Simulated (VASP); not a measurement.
Runs of VASP 6.6.1 on HfN. The structure is that of space group I-4m2 (No. 119), or close to it. The cells are those of the table. 

```csv
cell,gap on the mesh (eV),pressure (GPa)
"a = 3.483, b = 3.483, c = 3.194 Å, angles 62.7, 62.7, 54.6°, 2 atoms",none,(a)
"a = 3.336, b = 3.336, c = 3.472 Å, angles 58.6, 58.6, 62.7°, 2 atoms",none,15.2
"a = 3.336, b = 3.336, c = 3.194 Å, angles 61.4, 61.4, 57.2°, 2 atoms",none,41.7
"a = 3.483, b = 3.483, c = 3.749 Å, angles 57.4, 57.4, 65.1°, 2 atoms",none,-16.7
```

Alike in all rows: task single point; level r2SCAN; potentials or basis VASP PAW PBE potentials, release 64 (Hf_pv, N); no spin polarisation; k mesh 16 × 16 × 16; cutoff (eV) 520; smearing gaussian 0.15 eV.

Fill in the values left out.

(a) 15.6.

Caveats: the PAW data sets were made with another functional, which shifts forces and pressure a little; spin-orbit coupling is left out, which moves the levels of the heavy elements; the stress differs along the axes, from -4 to 26 GPa (at least some runs); the stress differs along the axes, from 11 to 23 GPa (at least some runs); the stress differs along the axes, from 32 to 47 GPa (at least some runs); the stress differs along the axes, from -24 to -3 GPa (at least some runs).

A k mesh can miss the band edges, and the runs leave out spin-orbit coupling on Hf.

A gap of «none» marks levels without a gap at the run's occupations.
